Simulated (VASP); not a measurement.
Runs of VASP 6.6.1 on SiC (nc). The structure is that of space group F-43m (No. 216), or close to it. The cells are those of the table. 

```tsv
task	cell	smearing	gap on the mesh (eV)	pressure (GPa)
single point	a = 3.128 Å, angles 60.0°, 2 atoms	gaussian 0.02 eV	1.40	(b)
single point	a = 3.188 Å, angles 60.0°, 2 atoms	gaussian 0.02 eV	1.44	-15.7
single point	a = 3.098 Å, angles 60.0°, 2 atoms	gaussian 0.02 eV	1.37	-0.4
single point	a = 3.035 Å, angles 60.0°, 2 atoms	gaussian 0.02 eV	(c)	14.4
single point	a = 3.066 Å, angles 60.0°, 2 atoms	gaussian 0.02 eV	(a)	6.5
single point	a = 3.159 Å, angles 60.0°, 2 atoms	gaussian 0.02 eV	1.42	(d)
single point	a = 3.002 Å, angles 60.0°, 2 atoms	gaussian 0.02 eV	1.28	23.6
```

Alike in all rows: level PBE; potentials or basis VASP PAW PBE potentials, release 64 (Si, C); no spin polarisation; k mesh 10 × 10 × 10; cutoff (eV) 600.

Q: Fill in the values left out.

A: (a) 1.34; (b) -6.2; (c) 1.31; (d) -11.3.

A k mesh can miss the band edges.
